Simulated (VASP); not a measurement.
# Lu: single point with PBE

Lu:

```
CELL_PARAMETERS angstrom
1.66554 -2.89238 0.00000
1.66554 2.89238 0.00000
0.00000 0.00000 3.19409
ATOMIC_POSITIONS crystal
Lu 0.50000 0.50000 0.00000
```

The cell was generated, and may not be a known phase.

```
Program                : VASP 6.6.1
Task                   : single point
Functional             : PBE
Potentials or basis    : VASP PAW PBE potentials, release 64 (Lu)
Cutoff                 : 520 eV
k mesh                 : 6 × 6 × 6
Occupations            : gaussian, width 0.1 eV
Spin                   : no spin polarisation
Dipole correction      : no
Further INCAR settings : ALGO = Normal; EDIFF = 1e-06; NBANDS = 18
```

```json
{
  "Pressure": "-0.1 GPa",
  "Band gap on the k mesh": "zero (an odd number of electrons rules out a gap without spin polarisation)"
}
```

Stress tensor (GPa, compression positive):
```
-0.02  0.00  0.00
 0.00 -0.17  0.00
 0.00  0.00 -0.19
```

Levels at points of the mesh, in eV from the Fermi level:
```
           k point  band 10  band 11  band 12  band 13  band 14  band 15  band 16  band 17
(0.00, 0.00, 0.00)    -5.11    -5.11    -5.03    -0.28     2.33     2.38     6.45     6.46
(0.50, 0.00, 0.00)    -5.08    -5.07    -2.33     0.16     0.38     3.47     5.81     6.89
(0.50, 0.50, 0.00)    -5.08    -5.07    -2.34     0.16     0.36     3.47     5.83     6.89
(0.00, 0.00, 0.50)    -5.10    -5.03    -2.81    -0.39     2.99     3.04     3.89     3.90
(0.50, 0.00, 0.50)    -5.08    -5.07    -1.52    -0.41     2.72     4.16     4.19     7.16
(0.50, 0.50, 0.50)    -5.08    -5.07    -1.52    -0.42     2.75     4.14     4.17     7.16
```

Run time: 17 s on 1 thread of AMD EPYC 9R45 96-Core Processor (Zen 5), on a shared host, peak memory 0.14 GiB.

Caveat: the k points lie up to 0.36 Å⁻¹ apart, too coarse for converged energies and pressures of a metal; spin-orbit coupling is left out, which moves the levels of the heavy elements.
